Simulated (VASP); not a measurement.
# BaTe (Fm-3m) in VASP: single point with PBE

Aim: the single point of BaTe with PBE.

Everything below comes from runs of VASP 6.6.1. Logs are shortened: lines on timing, memory, paths and dates and some standing lists are left out, and cuts for length are marked.

### Step 1. The cell of the first run

The structure is cubic, space group Fm-3m (No. 225). The conventional cell has a = 6.820 Å, b = 6.820 Å, c = 6.820 Å, α = 90.00°, β = 90.00°, γ = 90.00°. Ba (site symmetry m-3m) has 6 Te at 3.41 Å within 4.5 Å. Within 4.5 Å of Te (site symmetry m-3m) lie 6 Ba at 3.41 Å.

### Step 2. Single point, PBE

The input, INCAR:

```
SYSTEM = BaTe
  ALGO = Normal
  EDIFF = 1E-6
  ENCUT = 520
  GGA = PE
  ISIF = 2
  ISMEAR = 0
  LASPH = .True.
  LCHARG = .True.
  LELF = .True.
  LREAL = .False.
  LVHAR = .True.
  LWAVE = .False.
  NBANDS = 15
  NELM = 60
  PREC = Accurate
  SIGMA = 0.05
```

The input, KPOINTS:

```
k-points
0
Gamma
  4 4 4
  0 0 0
```

The input, POSCAR:

```
BaTe
1.0
    0.0000000000      3.4099993980      3.4099993980
    3.4099993980      0.0000000000      3.4099993980
    3.4099993980      3.4099993980      0.0000000000
Ba Te
1 1
Direct
    0.5000000000      0.5000000000      0.5000000000
    0.0000000000      0.0000000000      0.0000000000
```

Potentials or basis: VASP PAW PBE potentials, release 64 (Ba_sv, Te).

Launch:

```
> cat potpaw_PBE.64/Ba_sv/POTCAR potpaw_PBE.64/Te/POTCAR > POTCAR
> mpirun -np 1 vasp_std > vasp.out
```

OUTCAR:

```text
SYSTEM = BaTe
   EDIFF = 1E-6
   ENCUT = 520
   GGA = PE
   ISIF = 2
   ISMEAR = 0
   LASPH = .True.
   LREAL = .False.
   NELM = 60
   PREC = Accurate

 ion  position               nearest neighbor table
   1  0.500  0.500  0.500-   2 3.41   2 3.41   2 3.41   2 3.41   2 3.41   2 3.41
   2  0.000  0.000  0.000-   1 3.41   1 3.41   1 3.41   1 3.41   1 3.41   1 3.41

  LATTYP: Found a face centered cubic cell.
 ALAT       =     6.8199987960

  Lattice vectors:

 A1 = (   0.0000000000,   3.4099993980,   3.4099993980)
 A2 = (   3.4099993980,   0.0000000000,   3.4099993980)
 A3 = (   3.4099993980,   3.4099993980,   0.0000000000)

Analysis of symmetry for initial positions (statically):
=====================================================================
 Subroutine PRICEL returns:
 Original cell was already a primitive cell.

 Routine SETGRP: Setting up the symmetry group for a
 face centered cubic supercell.

 Subroutine GETGRP returns: Found 48 space group operations
 (whereof 48 operations were pure point group operations)
 out of a pool of 48 trial point group operations.

The static configuration has the point symmetry O_h .

Analysis of symmetry for dynamics (positions and initial velocities):
=====================================================================
 Subroutine PRICEL returns:
 Original cell was already a primitive cell.

 Routine SETGRP: Setting up the symmetry group for a
 face centered cubic supercell.

 Subroutine GETGRP returns: Found 48 space group operations
 (whereof 48 operations were pure point group operations)
 out of a pool of 48 trial point group operations.

The dynamic configuration has the point symmetry O_h .

 Subroutine INISYM returns: Found 48 space group operations
 (whereof 48 operations are pure point group operations),
 and found     1 'primitive' translations

----------------------------------------------------------------------------------------

                                     Primitive cell

  volume of cell :      79.3036

  direct lattice vectors                    reciprocal lattice vectors
     0.000000000  3.409999398  3.409999398    -0.146627592  0.146627592  0.146627592
     3.409999398  0.000000000  3.409999398     0.146627592 -0.146627592  0.146627592
     3.409999398  3.409999398  0.000000000     0.146627592  0.146627592 -0.146627592

  length of vectors
     4.822467396  4.822467396  4.822467396     0.253966439  0.253966439  0.253966439

  position of ions in fractional coordinates (direct lattice)
     0.500000000  0.500000000  0.500000000
     0.000000000  0.000000000  0.000000000

  ion indices of the primitive-cell ions
   primitive index   ion index
                 1           1
                 2           2

----------------------------------------------------------------------------------------

 KPOINTS: k-points

Automatic generation of k-mesh.
 Grid dimensions read from file:
 generate k-points for:    4    4    4

 Generating k-lattice:

  Cartesian coordinates                     Fractional coordinates (reciprocal lattice)
    -0.036656898  0.036656898  0.036656898     0.250000000  0.000000000  0.000000000
     0.036656898 -0.036656898  0.036656898     0.000000000  0.250000000  0.000000000
     0.036656898  0.036656898 -0.036656898     0.000000000  0.000000000  0.250000000

  Length of vectors
     0.063491610  0.063491610  0.063491610

  Shift w.r.t. Gamma in fractional coordinates (k-lattice)
     0.000000000  0.000000000  0.000000000

 Subroutine IBZKPT returns following result:
 ===========================================

 Found      8 irreducible k-points:

 Following reciprocal coordinates:
            Coordinates               Weight
  0.000000  0.000000  0.000000      1.000000
  0.250000  0.000000  0.000000      8.000000
  0.500000  0.000000  0.000000      4.000000
  0.250000  0.250000  0.000000      6.000000
  0.500000  0.250000  0.000000     24.000000
 -0.250000  0.250000  0.000000     12.000000
  0.500000  0.500000  0.000000      3.000000
 -0.250000  0.500000  0.250000      6.000000
   k-points           NKPTS =      8   k-points in BZ     NKDIM =      8   number of bands    NBANDS=     15
   number of dos      NEDOS =    301   number of ions     NIONS =      2
   total plane-waves  NPLWV =  46656
   dimension x,y,z NGX =    36 NGY =   36 NGZ =   36
   dimension x,y,z NGXF=    72 NGYF=   72 NGZF=   72
   ions per type =               1   1
   NGX,Y,Z   is equivalent  to a cutoff of  12.41, 12.41, 12.41 a.u.
   NGXF,Y,Z  is equivalent  to a cutoff of  24.82, 24.82, 24.82 a.u.
 SYSTEM =  BaTe
   PREC   = accura    normal or accurate (medium, high low for compatibility)
   ISTART =      0    job   : 0-new  1-cont  2-samecut
   ICHARG =      2    charge: 1-file 2-atom 10-const
   ISPIN  =      1    spin polarized calculation?
   LNONCOLLINEAR =      F non collinear calculations
   LSORBIT =      F    spin-orbit coupling
   LASPH  =      T    aspherical Exc in radial PAW
   ENCUT  =  520.0 eV  38.22 Ry    6.18 a.u.   8.97  8.97  8.97*2*pi/ulx,y,z
   NELM   =     60;   NELMIN=  2; NELMDL= -5     # of ELM steps
   EDIFF  = 0.1E-05   stopping-criterion for ELM
   LREAL  =      F    real-space projection
   EDIFFG = 0.1E-04   stopping-criterion for IOM
   NSW    =      0    number of steps for IOM
   IBRION =     -1    ionic relax: 0-MD 1-quasi-New 2-CG
   NFREE  =      0    steps in history (QN), initial steepest desc. (CG)
   ISIF   =      2    stress and relaxation
   ISYM   =      2    0-nonsym 1-usesym 2-fastsym
   POTIM  = 0.5000    time-step for ionic-motion
   TEBEG  =    0.0;   TEEND  =   0.0 temperature during run
   PSTRESS=    0.0 pullay stress
   NELECT =      16.0000    total number of electrons
   NUPDOWN=      -1.0000    fix difference up-down
   EMIN   =  10.00;   EMAX   =-10.00  energy-range for DOS
   EFERMI =   0.00;   METHOD = LEGACY
   ISMEAR =     0;   SIGMA  =   0.05  broadening in eV -4-tet -1-fermi 0-gaus
   EFERMI_NEDOS =   21; number of points for ismear=-14 and -15
   IALGO  =     38    algorithm
   IMIX   =      4    mixing-type and parameters
     AMIX     =   0.40;   BMIX     =  1.00
     AMIX_MAG =   1.60;   BMIX_MAG =  1.00
  volume/ion in A,a.u.               =      39.65       267.58
  Fermi-wavevector in a.u.,A,eV,Ry     =   0.960175  1.814468 12.543709  0.921937
  Thomas-Fermi vector in A             =   2.089436
   LORBIT       =      0    0 simple, 1 ext, 2 COOP (PROOUT), +10 PAW based schemes
   GGA     = PE    functional components
   LHFCALC =     F    Hartree Fock is set to
   AEXX    =    0.0000 exact exchange contribution
   IVDW    =     0    specifies the selected vdW correction
   LEPSILON=     F    determine dielectric tensor
   LRPA    =     F    only Hartree local field effects (RPA)
 non-spin polarized calculation
 Gauss-broadening in eV      SIGMA  =   0.05
  energy-cutoff  :      520.00
  volume of cell :       79.30
 maximum number of plane-waves:      2148
   NGX = 17   NGY = 17   NGZ = 17

 number of electron      16.0000000 magnetization

 Free energy of the ion-electron system (eV)
  ---------------------------------------------------
  ext. energy  EPLUGINS =         0.00000000
  ---------------------------------------------------
  free energy    TOTEN  =        -8.49978621 eV

  energy without entropy =       -8.49978621  energy(sigma->0) =       -8.49978621

 E-fermi :   3.1225     XC(G=0):  -8.5608

 val. band max:        2.8062888065   @ k =   0.0000   0.0000   0.0000
 cond. band min:       4.1263816174   @ k =   0.5000   0.5000   0.0000
 fundamental gap:      1.3200928109
 Fermi energy:         3.1224876583

 k-point     1 :       0.0000    0.0000    0.0000
  band No.  band energies     occupation
      1     -24.0387      2.00000
      2      -9.2111      2.00000
      3      -9.2111      2.00000
      4      -9.2111      2.00000
      5      -6.9178      2.00000
      6       2.8063      2.00000
      7       2.8063      2.00000
      8       2.8063      2.00000
      9       5.6591      0.00000
     10       5.6591      0.00000
     11       5.6591      0.00000
     12       6.0300      0.00000
     13       6.3626      0.00000
     14       6.3626      0.00000
     15       9.7798      0.00000

 k-point     2 :       0.2500    0.0000    0.0000
  band No.  band energies     occupation
      1     -24.0284      2.00000
      2      -9.5508      2.00000
      3      -9.2179      2.00000
      4      -9.2179      2.00000
      5      -6.4000      2.00000
      6       1.3065      2.00000
      7       2.0210      2.00000
      8       2.0210      2.00000
      9       5.9144      0.00000
     10       6.4417      0.00000
     11       6.4417      0.00000
     12       8.0258      0.00000
     13       8.0933      0.00000
     14       8.0933      0.00000
     15      11.3540      0.00000

 k-point     3 :       0.5000    0.0000    0.0000
  band No.  band energies     occupation
      1     -24.0182      2.00000
      2      -9.8114      2.00000
      3      -9.2246      2.00000
      4      -9.2246      2.00000
      5      -5.9334      2.00000
      6       0.3388      2.00000
      7       1.5038      2.00000
      8       1.5038      2.00000
      9       7.0945      0.00000
     10       7.7369      0.00000
     11       7.8400      0.00000
     12       7.8400      0.00000
     13       9.9399      0.00000
     14       9.9399      0.00000
     15      10.7792      0.00000

 k-point     4 :       0.2500    0.2500    0.0000
  band No.  band energies     occupation
      1     -24.0251      2.00000
      2      -9.4749      2.00000
      3      -9.2684      2.00000
      4      -9.2684      2.00000
      5      -6.4975      2.00000
      6       1.1248      2.00000
      7       2.4733      2.00000
      8       2.4733      2.00000
      9       4.7245      0.00000
     10       6.7906      0.00000
     11       6.8281      0.00000
     12       7.4737      0.00000
     13       7.4737      0.00000
     14      10.4431      0.00000
     15      11.8354      0.00000

 k-point     5 :       0.5000    0.2500    0.0000
  band No.  band energies     occupation
      1     -24.0148      2.00000
      2      -9.6236      2.00000
      3      -9.3306      2.00000
      4      -9.2760      2.00000
      5      -6.2994      2.00000
      6       1.0691      2.00000
      7       1.7046      2.00000
      8       1.9208      2.00000
      9       5.4074      0.00000
     10       7.9794      0.00000
     11       8.2058      0.00000
     12       8.5076      0.00000
     13       8.5243      0.00000
     14       9.5040      0.00000
     15      10.5726      0.00000

 k-point     6 :      -0.2500    0.2500    0.0000
  band No.  band energies     occupation
      1     -24.0182      2.00000
      2      -9.6455      2.00000
      3      -9.3410      2.00000
      4      -9.2256      2.00000
      5      -6.1789      2.00000
      6       0.7683      2.00000
      7       1.5907      2.00000
      8       1.9636      2.00000
      9       6.6647      0.00000
     10       6.9035      0.00000
     11       7.2563      0.00000
     12       7.7099      0.00000
     13       8.8165      0.00000
     14      10.7394      0.00000
     15      11.6103      0.00000

 k-point     7 :       0.5000    0.5000    0.0000
  band No.  band energies     occupation
      1     -24.0115      2.00000
      2      -9.4996      2.00000
      3      -9.3261      2.00000
      4      -9.3261      2.00000
      5      -6.6893      2.00000
      6       1.6543      2.00000
      7       2.4260      2.00000
      8       2.4260      2.00000
      9       4.1264      0.00000
     10       7.3462      0.00000
     11       7.7986      0.00000
     12       8.7576      0.00000
     13       8.7984      0.00000
     14       8.7984      0.00000
     15      10.9722      0.00000

 k-point     8 :      -0.2500    0.5000    0.2500
  band No.  band energies     occupation
      1     -24.0115      2.00000
      2      -9.4356      2.00000
      3      -9.4134      2.00000
      4      -9.4134      2.00000
      5      -6.3936      2.00000
      6       1.3703      2.00000
      7       1.8138      2.00000
      8       1.8138      2.00000
      9       6.3244      0.00000
     10       6.3244      0.00000
     11       7.8514      0.00000
     12       8.2441      0.00000
     13       8.8129      0.00000
     14      11.5000      0.00000
     15      11.5778      0.00000

------------------------ aborting loop because EDIFF is reached ----------------------------------------

  FORCE on cell =-STRESS in cart. coord.  units (eV):
  Direction    XX          YY          ZZ          XY          YZ          ZX
  --------------------------------------------------------------------------------------
  -------------------------------------------------------------------------------------
  Total        2.1508173      2.1508173      2.1508173     -0.0000000     -0.0000000      0.0000000
  in kB       43.4531443     43.4531443     43.4531443     -0.0000000     -0.0000000      0.0000000
  external PRESSURE =      43.4531443 kB  Pullay stress =       0.0000000 kB

 VOLUME and BASIS-vectors are now :
 -----------------------------------------------------------------------------
  energy-cutoff  :      520.00
  volume of cell :       79.30
      direct lattice vectors                 reciprocal lattice vectors
     0.000000000  3.409999398  3.409999398    -0.146627592  0.146627592  0.146627592
     3.409999398  0.000000000  3.409999398     0.146627592 -0.146627592  0.146627592
     3.409999398  3.409999398  0.000000000     0.146627592  0.146627592 -0.146627592

 POSITION                                       TOTAL-FORCE (eV/Angst)
 -----------------------------------------------------------------------------------
      3.41000      3.41000      3.41000         0.000000      0.000000      0.000000
      0.00000      0.00000      0.00000        -0.000000     -0.000000     -0.000000
 -----------------------------------------------------------------------------------
    total drift:                                0.000000      0.000000      0.000000

  FREE ENERGIE OF THE ION-ELECTRON SYSTEM (eV)
  ---------------------------------------------------
  free  energy   TOTEN  =        -8.4997862106 eV

  energy  without entropy=       -8.4997862106  energy(sigma->0) =       -8.49978621
```

It took 5.9 s on 1 thread of Intel Xeon 6975P-C (Granite Rapids), shared host; peak memory 0.2 GiB.

What came out:

```yaml
Free_energy: -8.4998 eV
Pressure: 4.3 GPa
Band_gap_on_the_k_mesh: 1.32 eV, indirect (least direct gap 1.70 eV)
```

Caveat: spin-orbit coupling is left out, which moves the levels of the heavy elements. A k mesh can miss the band edges.
